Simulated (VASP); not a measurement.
# TaN (P6_3mc) in VASP: a series of runs, part 2 of 2

VASP 6.6.1. Earlier steps stand in the parts before.

## 3. Single point, PBE+D3(BJ)

This run uses another cell than the first one, of 12.85 Å³/atom, 1.292 times its volume.

INCAR

```
ALGO = Normal ; EDIFF = 1E-7
ENCUT = 520 ; GGA = PE
ISIF = 2 ; ISMEAR = 0
IVDW = 12 ; LASPH = T
LCHARG = F ; LREAL = F
LWAVE = F ; NBANDS = 24
NELM = 60 ; PREC = Accurate
SIGMA = 0.1
```

KPOINTS

```
k-points
0
Gamma
  6 6 4
```

POSCAR

```
TaN
1.0
    3.1217801209      0.0000000000      0.0000000000
   -1.5608900605      2.7035408897      0.0000000000
    0.0000000000      0.0000000000      6.0916132589
Ta N
2 2
Direct
    0.3333333333      0.6666666667      0.0310700682
    0.6666666667      0.3333333333      0.5310700682
    0.3333333333      0.6666666667      0.3539299318
    0.6666666667      0.3333333333      0.8539299318
```

Potentials or basis: VASP PAW PBE potentials, release 64 (Ta_pv, N).

Run with:

```console
cat potpaw_PBE.64/Ta_pv/POTCAR potpaw_PBE.64/N/POTCAR > POTCAR
mpirun -np 1 vasp_std > vasp.out
```

OUTCAR:

```text
EDIFF = 1E-7
   ENCUT = 520
   GGA = PE
   ISIF = 2
   ISMEAR = 0
   IVDW = 12
   LASPH = T
   LREAL = F
   NELM = 60
   PREC = Accurate
 IVDW          = 12

 ion  position               nearest neighbor table
   1  0.333  0.667  0.031-   3 1.97   4 2.10   4 2.10   4 2.10   2 3.54   2 3.54   2 3.54   2 3.54
                             2 3.54   2 3.54
   2  0.667  0.333  0.531-   4 1.97   3 2.10   3 2.10   3 2.10   1 3.54   1 3.54   1 3.54   1 3.54
                             1 3.54   1 3.54
   3  0.333  0.667  0.354-   1 1.97   2 2.10   2 2.10   2 2.10
   4  0.667  0.333  0.854-   2 1.97   1 2.10   1 2.10   1 2.10

  LATTYP: Found a hexagonal cell.
 ALAT       =     3.1217801209
 C/A-ratio  =     1.9513268145

  Lattice vectors:

 A1 = (   3.1217801209,   0.0000000000,   0.0000000000)
 A2 = (  -1.5608900605,   2.7035408897,   0.0000000000)
 A3 = (   0.0000000000,   0.0000000000,   6.0916132589)

Analysis of symmetry for initial positions (statically):
=====================================================================
 Subroutine PRICEL returns:
 Original cell was already a primitive cell.

 Routine SETGRP: Setting up the symmetry group for a
 hexagonal supercell.

 Subroutine GETGRP returns: Found 12 space group operations
 (whereof  6 operations were pure point group operations)
 out of a pool of 24 trial point group operations.

The static configuration has the point symmetry C_3v.
 The point group associated with its full space group is C_6v.

Analysis of symmetry for dynamics (positions and initial velocities):
=====================================================================
 Subroutine PRICEL returns:
 Original cell was already a primitive cell.

 Routine SETGRP: Setting up the symmetry group for a
 hexagonal supercell.

 Subroutine GETGRP returns: Found 12 space group operations
 (whereof  6 operations were pure point group operations)
 out of a pool of 24 trial point group operations.

The dynamic configuration has the point symmetry C_3v.
 The point group associated with its full space group is C_6v.

 Subroutine INISYM returns: Found 12 space group operations
 (whereof  6 operations are pure point group operations),
 and found     1 'primitive' translations

----------------------------------------------------------------------------------------

                                     Primitive cell

  volume of cell :      51.4124

  direct lattice vectors                    reciprocal lattice vectors
     3.121780121  0.000000000  0.000000000     0.320330056  0.184942644  0.000000000
    -1.560890061  2.703540890  0.000000000     0.000000000  0.369885288  0.000000000
     0.000000000  0.000000000  6.091613259     0.000000000  0.000000000  0.164160126

  length of vectors
     3.121780121  3.121780121  6.091613259     0.369885288  0.369885288  0.164160126

  position of ions in fractional coordinates (direct lattice)
     0.333333333  0.666666667  0.031070068
     0.666666667  0.333333333  0.531070068
     0.333333333  0.666666667  0.353929932
     0.666666667  0.333333333  0.853929932

  ion indices of the primitive-cell ions
   primitive index   ion index
                 1           1
                 2           2
[... 25 lines left out ...]
 ===========================================

 Found     21 irreducible k-points:

 Following reciprocal coordinates:
            Coordinates               Weight
  0.000000  0.000000  0.000000      1.000000
  0.166667  0.000000  0.000000      6.000000
  0.333333  0.000000  0.000000      6.000000
  0.500000 -0.000000  0.000000      3.000000
  0.166667  0.166667  0.000000      6.000000
  0.333333  0.166667  0.000000     12.000000
[... 13 lines left out ...]
  0.333333  0.166667  0.500000     12.000000
  0.333333  0.333333  0.500000      2.000000
   k-points           NKPTS =     21   k-points in BZ     NKDIM =     21   number of bands    NBANDS=     24
   number of dos      NEDOS =    301   number of ions     NIONS =      4
   total plane-waves  NPLWV =  27648
   dimension x,y,z NGX =    24 NGY =   24 NGZ =   48
   dimension x,y,z NGXF=    48 NGYF=   48 NGZF=   96
   ions per type =               2   2
   NGX,Y,Z   is equivalent  to a cutoff of  12.78, 12.78, 13.10 a.u.
   NGXF,Y,Z  is equivalent  to a cutoff of  25.56, 25.56, 26.20 a.u.
 SYSTEM =  unknown system
   PREC   = accura    normal or accurate (medium, high low for compatibility)
   ISTART =      0    job   : 0-new  1-cont  2-samecut
   ICHARG =      2    charge: 1-file 2-atom 10-const
   ISPIN  =      1    spin polarized calculation?
   LNONCOLLINEAR =      F non collinear calculations
   LSORBIT =      F    spin-orbit coupling
   LASPH  =      T    aspherical Exc in radial PAW
   ENCUT  =  520.0 eV  38.22 Ry    6.18 a.u.   5.80  5.80 11.33*2*pi/ulx,y,z
   NELM   =     60;   NELMIN=  2; NELMDL= -5     # of ELM steps
   EDIFF  = 0.1E-06   stopping-criterion for ELM
   LREAL  =      F    real-space projection
   EDIFFG = 0.1E-05   stopping-criterion for IOM
   NSW    =      0    number of steps for IOM
   IBRION =     -1    ionic relax: 0-MD 1-quasi-New 2-CG
   NFREE  =      0    steps in history (QN), initial steepest desc. (CG)
   ISIF   =      2    stress and relaxation
   ISYM   =      2    0-nonsym 1-usesym 2-fastsym
   POTIM  = 0.5000    time-step for ionic-motion
   TEBEG  =    0.0;   TEEND  =   0.0 temperature during run
   PSTRESS=    0.0 pullay stress
   NELECT =      32.0000    total number of electrons
   NUPDOWN=      -1.0000    fix difference up-down
   EMIN   =  10.00;   EMAX   =-10.00  energy-range for DOS
   EFERMI =   0.00;   METHOD = LEGACY
   ISMEAR =     0;   SIGMA  =   0.10  broadening in eV -4-tet -1-fermi 0-gaus
   EFERMI_NEDOS =   21; number of points for ismear=-14 and -15
   IALGO  =     38    algorithm
   IMIX   =      4    mixing-type and parameters
     AMIX     =   0.40;   BMIX     =  1.00
     AMIX_MAG =   1.60;   BMIX_MAG =  1.00
  volume/ion in A,a.u.               =      12.85        86.74
  Fermi-wavevector in a.u.,A,eV,Ry     =   1.397770  2.641402 26.582522  1.953760
  Thomas-Fermi vector in A             =   2.520993
   LORBIT       =      0    0 simple, 1 ext, 2 COOP (PROOUT), +10 PAW based schemes
   GGA     = PE    functional components
   LHFCALC =     F    Hartree Fock is set to
   AEXX    =    0.0000 exact exchange contribution
   IVDW    =    12    specifies the selected vdW correction
   LEPSILON=     F    determine dielectric tensor
   LRPA    =     F    only Hartree local field effects (RPA)
 non-spin polarized calculation
 Gauss-broadening in eV      SIGMA  =   0.10
  energy-cutoff  :      520.00
  volume of cell :       51.41
 maximum number of plane-waves:      1402
 NGX is ok and might be reduce to    24
   NGX = 11   NGY = 11   NGZ = 23

 number of electron      31.9999995 magnetization

 Free energy of the ion-electron system (eV)
  ---------------------------------------------------
  ext. energy  EPLUGINS =         0.00000000
  ---------------------------------------------------
  free energy    TOTEN  =       -43.36365344 eV

  energy without entropy =      -43.36140082  energy(sigma->0) =      -43.36252713

 E-fermi :   6.7010     XC(G=0): -12.2121

 val. band max:        6.4046679991   @ k =   0.0000   0.0000   0.2500
 cond. band min:       6.7186644181   @ k =   0.3333   0.3333   0.0000
 fundamental gap:      0.3139964190
 Fermi energy:         6.7009623687

 k-point     1 :       0.0000    0.0000    0.0000
  band No.  band energies     occupation
      1     -28.9653      2.00000
      2     -28.6155      2.00000
      3     -28.3442      2.00000
      4     -28.3442      2.00000
      5     -28.3156      2.00000
      6     -28.3156      2.00000
[... 556 lines left out ...]
     23      13.0736      0.00000
     24      13.0736      0.00000

------------------------ aborting loop because EDIFF is reached ----------------------------------------

 Edisp (eV)   -1.56213

 E8    (eV) :    -0.7233

  FORCE on cell =-STRESS in cart. coord.  units (eV):
  Direction    XX          YY          ZZ          XY          YZ          ZX
  --------------------------------------------------------------------------------------
  -------------------------------------------------------------------------------------
  Total       0.16541     0.16541     0.35904    -0.00000     0.00000     0.00000
  in kB       5.15474     5.15474    11.18877    -0.00000     0.00000     0.00000
  external pressure =        7.17 kB  Pullay stress =        0.00 kB

 VOLUME and BASIS-vectors are now :
 -----------------------------------------------------------------------------
  energy-cutoff  :      520.00
  volume of cell :       51.41
      direct lattice vectors                 reciprocal lattice vectors
     3.121780121  0.000000000  0.000000000     0.320330056  0.184942644  0.000000000
    -1.560890061  2.703540890  0.000000000     0.000000000  0.369885288  0.000000000
     0.000000000  0.000000000  6.091613259     0.000000000  0.000000000  0.164160126

 POSITION                                       TOTAL-FORCE (eV/Angst)
 -----------------------------------------------------------------------------------
     -0.00000      1.80236      0.18927        -0.000000     -0.000000     -0.021229
      1.56089      0.90118      3.23507         0.000000      0.000000     -0.021229
     -0.00000      1.80236      2.15600        -0.000000      0.000000      0.021229
      1.56089      0.90118      5.20181         0.000000     -0.000000      0.021229
 -----------------------------------------------------------------------------------
    total drift:                               -0.000000      0.000000      0.000172

  FREE ENERGIE OF THE ION-ELECTRON SYSTEM (eV)
  ---------------------------------------------------
  free  energy   TOTEN  =       -44.9257784681 eV

  energy  without entropy=      -44.9235258556  energy(sigma->0) =      -44.92465216
```

stdout:

```text
POSCAR found type information on POSCAR TaN
 POSCAR found :  2 types and       4 ions
 scaLAPACK will be used
 LDA part: xc-table for (Slater+PW92), standard interpolation
 POSCAR, INCAR and KPOINTS ok, starting setup
 FFT: planning ... GRIDC
 FFT: planning ... GRID_SOFT
 FFT: planning ... GRID
 WAVECAR not read
 entering main loop
```

It took 13 s on 1 thread of Intel Xeon Platinum 8488C (Sapphire Rapids), shared host; peak memory 0.19 GiB.

What came out:

| Item | Value |
| --- | --- |
| Free energy | -44.9258 eV |
| Pressure | 0.7 GPa |
| Largest force | 0.021 eV/Å |
| Band gap on the k mesh | zero (band 16 reaches 6.79 eV, above the bottom of band 17 at 6.72 eV) |
| Dispersion energy per atom | -0.391 eV |

Forces on the atoms (eV/Å):
```
Ta   0.000  0.000 -0.021
Ta   0.000  0.000 -0.021
N    0.000  0.000  0.021
N    0.000  0.000  0.021
```

Stress tensor (GPa, compression positive):
```
0.52 0.00 0.00
0.00 0.52 0.00
0.00 0.00 1.12
```

Caveat: the k points lie up to 0.39 Å⁻¹ apart; spin-orbit coupling is left out, which moves the levels of the heavy elements; pairwise dispersion overbinds metals, which lowers pressure and volume.

## 4. Single point, PBE+D3(BJ)

This run uses another cell than the first one, of 12.85 Å³/atom, 1.292 times its volume.

INCAR

```
ALGO = Normal ; EDIFF = 1E-6
ENCUT = 600 ; GGA = PE
GGA_COMPAT = F ; ISIF = 2
ISMEAR = 0 ; IVDW = 12
LASPH = T ; LCHARG = F
LREAL = F ; LWAVE = F
NBANDS = 26 ; NELM = 120
PREC = Accurate ; SIGMA = 0.1
```

KPOINTS is that of step 3.

POSCAR

```
TaN
1.0
    3.1217800116      0.0000000000      0.0000000000
   -1.5608900058      2.7035407951      0.0000000000
    0.0000000000      0.0000000000      6.0916138908
Ta N
2 2
Direct
    0.3333333333      0.6666666667      0.0310700767
    0.6666666667      0.3333333333      0.5310700767
    0.3333333333      0.6666666667      0.3539299233
    0.6666666667      0.3333333333      0.8539299233
```

Potentials or basis: VASP PAW PBE potentials, release 64 (Ta_sv_GW, N).

Run with:

```console
cat potpaw_PBE.64/Ta_sv_GW/POTCAR potpaw_PBE.64/N/POTCAR > POTCAR
mpirun -np 1 vasp_std > vasp.out
```

Wall time 59 s (1 thread of Intel Xeon Platinum 8375C at 2.90GHz (Ice Lake), shared host); peak memory 0.21 GiB.

Results (log left out):

* Free energy: -49.9675 eV
* Pressure: 0.1 GPa
* Largest force: 0.009 eV/Å
* Band gap on the k mesh: zero (band 18 reaches 10.30 eV, above the bottom of band 19 at 10.24 eV)
* Dispersion energy per atom: -0.391 eV

Forces in eV/Å, atoms in the order of the input:
```
Ta   0.000  0.000 -0.009
Ta   0.000  0.000 -0.009
N    0.000  0.000  0.009
N    0.000  0.000  0.009
```

Stress tensor (GPa, compression positive):
```
0.00 0.00 0.00
0.00 0.00 0.00
0.00 0.00 0.34
```

Levels at points of the mesh, in eV from the Fermi level:
| k point | band 16 | band 17 | band 18 | band 19 | band 20 | band 21 |
| --- | --- | --- | --- | --- | --- | --- |
| (0.00, 0.00, 0.00) | -4.56 | -0.91 | -0.82 | 0.11 | 0.11 | 2.19 |
| (0.50, 0.00, 0.00) | -3.75 | -2.43 | -0.55 | 1.13 | 2.15 | 2.65 |
| (0.00, 0.00, 0.50) | -5.05 | 0.08 | 0.08 | 0.93 | 0.93 | 0.93 |
| (0.50, 0.00, 0.50) | -4.86 | -1.03 | -1.03 | 1.45 | 1.45 | 3.36 |

Caveat: the k points lie up to 0.39 Å⁻¹ apart; spin-orbit coupling is left out, which moves the levels of the heavy elements; pairwise dispersion overbinds metals, which lowers pressure and volume.

## 5. Single point, PBE+D3(BJ), collinear spin, ferromagnetic start

INCAR

```
PREC = Accurate
ENCUT = 600
EDIFF = 1E-6
ISMEAR = 0
SIGMA = 0.1
LREAL = False
LASPH = True
NELM = 200
ALGO = Normal
ISIF = 2
LWAVE = False
LCHARG = False
ISPIN = 2
MAGMOM = 1 1 0 0
LORBIT = 11
LMAXMIX = 4
GGA = PE
IVDW = 12
NBANDS = 28
GGA_COMPAT = False
```

KPOINTS

```
regular mesh
0
Gamma
  6 6 4
```

POSCAR

```
TaN
1.0
    3.0500010905      0.0000000000      0.0000000000
   -1.5250005453      2.6413784260      0.0000000000
    0.0000000000      0.0000000000      4.9400000000
Ta N
2 2
Direct
    0.3333333333      0.6666666667      0.0000000000
    0.6666666667      0.3333333333      0.5000000000
    0.3333333333      0.6666666667      0.3850000000
    0.6666666667      0.3333333333      0.8850000000
```

Potentials or basis: VASP PAW PBE potentials, release 64 (Ta_pv, N).

Run with:

```console
cat potpaw_PBE.64/Ta_pv/POTCAR potpaw_PBE.64/N/POTCAR > POTCAR
mpirun -np 1 vasp_std > vasp.out
```

It took 29 s on 1 thread of Intel Xeon Platinum 8488C (Sapphire Rapids), shared host; peak memory 0.2 GiB.

Results (log left out):

| Property | Result |
| --- | --- |
| Free energy | -39.6650 eV |
| Pressure | 132.4 GPa |
| Largest force | 2.277 eV/Å |
| Band gap on the k mesh | zero (filled and empty bands overlap) |
| Net moment | 0.00 μB per cell |
| Valence electrons inside the program's atomic spheres | Ta 9.81; N 4.05 |
| Dispersion energy per atom | -0.509 eV |

Forces on the atoms (eV/Å):
```
Ta   0.000  0.000  2.277
Ta   0.000  0.000  2.277
N    0.000  0.000 -2.277
N    0.000  0.000 -2.277
```

Stress tensor (GPa, compression positive):
```
141.19   0.00   0.00
  0.00 141.19   0.00
  0.00   0.00 114.75
```

Levels at points of the mesh, in eV from the Fermi level:
Spin up:
| k point | band 12 | band 13 | band 14 | band 15 | band 16 | band 17 | band 18 | band 19 | band 20 | band 21 |
| --- | --- | --- | --- | --- | --- | --- | --- | --- | --- | --- |
| (0.00, 0.00, 0.00) | -7.79 | -7.79 | -7.47 | -0.74 | -0.74 | -0.25 | 2.24 | 2.76 | 2.76 | 4.65 |
| (0.50, 0.00, 0.00) | -6.30 | -6.09 | -5.13 | -2.35 | -0.95 | 0.53 | 1.53 | 2.13 | 3.87 | 4.42 |
| (0.00, 0.00, 0.50) | -8.37 | -8.37 | -8.37 | 1.30 | 1.30 | 1.30 | 1.30 | 1.97 | 1.97 | 6.81 |
| (0.50, 0.00, 0.50) | -6.43 | -6.42 | -6.42 | -0.37 | -0.37 | 2.25 | 2.25 | 2.37 | 2.37 | 5.07 |
Spin down:
```
           k point  band 13  band 14  band 15  band 16  band 17  band 18  band 19  band 20
(0.00, 0.00, 0.00)    -7.79    -7.47    -0.74    -0.74    -0.25     2.24     2.76     2.76
(0.50, 0.00, 0.00)    -6.09    -5.13    -2.35    -0.95     0.53     1.53     2.13     3.87
(0.00, 0.00, 0.50)    -8.37    -8.37     1.30     1.30     1.30     1.30     1.97     1.97
(0.50, 0.00, 0.50)    -6.42    -6.42    -0.37    -0.37     2.25     2.25     2.37     2.37
```

Caveat: the k points lie up to 0.40 Å⁻¹ apart; spin-orbit coupling is left out, which moves the levels of the heavy elements; pairwise dispersion overbinds metals, which lowers pressure and volume; forces of over 1 eV/Å act on the atoms, so gaps and moduli don't describe the material at rest.

## 6. The runs side by side

```tsv
task	potentials or basis	spin	cell	cutoff (eV)	second run	gap on the mesh (eV)	pressure (GPa)	largest force (eV/Å)
relaxation of cell and atoms	VASP PAW PBE potentials, release 64 (Ta_pv, N)	off	relaxed from a = 3.050, b = 3.050, c = 4.940 Å, angles 90.0, 90.0, 120.0°, 4 atoms	600	-	none	0.1	0.02
single point	VASP PAW PBE potentials, release 64 (Ta_pv, N)	off	a = 3.122, b = 3.122, c = 6.092 Å, angles 90.0, 90.0, 120.0°, 4 atoms	520	-	none	0.7	0.02
single point	VASP PAW PBE potentials, release 64 (Ta_sv_GW, N)	off	a = 3.122, b = 3.122, c = 6.092 Å, angles 90.0, 90.0, 120.0°, 4 atoms	600	valence_matched	none	0.1	0.01
single point	VASP PAW PBE potentials, release 64 (Ta_pv, N)	collinear, ferromagnetic start	a = 3.050, b = 3.050, c = 4.940 Å, angles 90.0, 90.0, 120.0°, 4 atoms	600	-	none	132.4	2.28
```

Alike in all rows: level PBE+D3(BJ); k mesh 6 × 6 × 4; smearing gaussian 0.1 eV.

Caveats: all runs use coarse meshes; spin-orbit coupling is left out, which moves the levels of the heavy elements; pairwise dispersion overbinds metals, which lowers pressure and volume; the volume moved by over 15 % at a fixed basis, so the end points are rough (some runs); the volume moved by +29 % from the deposited cell, more than functionals usually miss (some runs); the relaxation stopped at a loose force limit of 0.05 eV/Å, so its end isn't a converged minimum (some runs); forces of over 1 eV/Å act on the atoms, so gaps and moduli don't describe the material at rest (some runs).

Absolute energies hang on the potentials; compare differences alone.
